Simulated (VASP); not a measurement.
Sc, 2 atoms in the cell. It takes space group Fd-3m (No. 227, cubic). Conventional cell: a = 5.834 Å, b = 5.834 Å, c = 5.834 Å, α = 90.00°, β = 90.00°, γ = 90.00°. Sc (site symmetry -43m) has 4 Sc at 2.53 Å within 3.3 Å. This isn't the form of Sc at room conditions, which is hcp.

| Item | Value |
| --- | --- |
| Program | VASP 6.6.1 |
| Task | single point |
| Functional | LDA |
| Potentials or basis | VASP PAW LDA potentials, release 64 (Sc_sv) |
| Cutoff | 520 eV |
| k mesh | 10 × 10 × 10 |
| Occupations | fermi-dirac, width 0.1 eV |
| Spin | no spin polarisation |
| Dipole correction | no |
| Further INCAR settings | ALGO = Normal; EDIFF = 1e-07; NBANDS = 18 |

Potentials or basis: VASP PAW LDA potentials, release 64 (Sc_sv).

The run is started by

```console
$ cat potpaw_LDA.64/Sc_sv/POTCAR > POTCAR
$ mpirun -np 1 vasp_std > vasp.out
```

Hardware: 1 thread of Intel Xeon 8259CL, on a shared host.

Estimate the wall time of this run.

It took 60 s on 1 thread of Intel Xeon 8259CL (shared host), peak memory 0.17 GiB. Counts: scf iterations 13, k points 47.
